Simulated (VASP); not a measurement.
A run of VASP 6.6.1 is set up as follows.

The input INCAR:

```
ALGO     = Normal         # electronic algorithm
EDIFF    = 1E-7           # SCF threshold, eV
ENCUT    = 520            # plane-wave cutoff, eV
GGA      = PE             # functional
ISIF     = 2              # what is computed and relaxed
ISMEAR   = 0              # smearing method
ISPIN    = 2              # spin polarisation
LASPH    = T              # aspherical terms in the spheres
LCHARG   = F              # write CHGCAR
LMAXMIX  = 4              # l up to which the mixer works
LORBIT   = 11             # projections on sites
LREAL    = F              # projectors in reciprocal space
LWAVE    = F              # write WAVECAR
MAGMOM   = 3 3 3 3 0 0 0 0 0 0 # initial moments
NBANDS   = 75             # bands
NELM     = 150            # most SCF steps
PREC     = Accurate       # precision mode
SIGMA    = 0.1            # smearing width, eV
```

Contents of KPOINTS:

```
k-points
0
Gamma
  6 6 1
```

POSCAR

```
Co2Ru3
1.0
    2.6653635301      0.0000000029      0.0000000000
   -1.3326817676      2.3082725259      0.0000000000
    0.0000000000      0.0000000000     20.6995558199
Co Ru
4 6
Direct
    0.6666666667      0.3333333333      0.7960402194
    0.6666666667      0.3333333333      0.2039597806
    0.6666666667      0.3333333333      0.4012896886
    0.6666666667      0.3333333333      0.5987103114
    0.3333333333      0.6666666667      0.6973139710
    0.3333333333      0.6666666667      0.8962451896
    0.3333333333      0.6666666667      0.1037548104
    0.3333333333      0.6666666667      0.3026860290
    0.3333333333      0.6666666667      0.5000000000
    0.6666666667      0.3333333333      0.0000000000
```

Potentials or basis: VASP PAW PBE potentials, release 64 (Co, Ru_pv).

The run is started by

```console
$ cat potpaw_PBE.64/Co/POTCAR potpaw_PBE.64/Ru_pv/POTCAR > POTCAR
$ mpirun -np 1 vasp_std > vasp.out
```

What does it give for the pressure?

-0.3 GPa.

What does it give for the largest force?

0.009 eV/Å.

What does it give for the net moment?

5.19 μB per cell.

Forces on the atoms (eV/Å):
```
Co   0.000  0.000  0.001
Co   0.000  0.000 -0.001
Co   0.000  0.000 -0.002
Co   0.000  0.000  0.002
Ru   0.000  0.000 -0.001
Ru   0.000  0.000 -0.009
Ru   0.000  0.000  0.009
Ru   0.000  0.000  0.001
Ru   0.000  0.000  0.000
Ru   0.000  0.000  0.000
```

Caveat: the k points lie up to 0.45 Å⁻¹ apart.
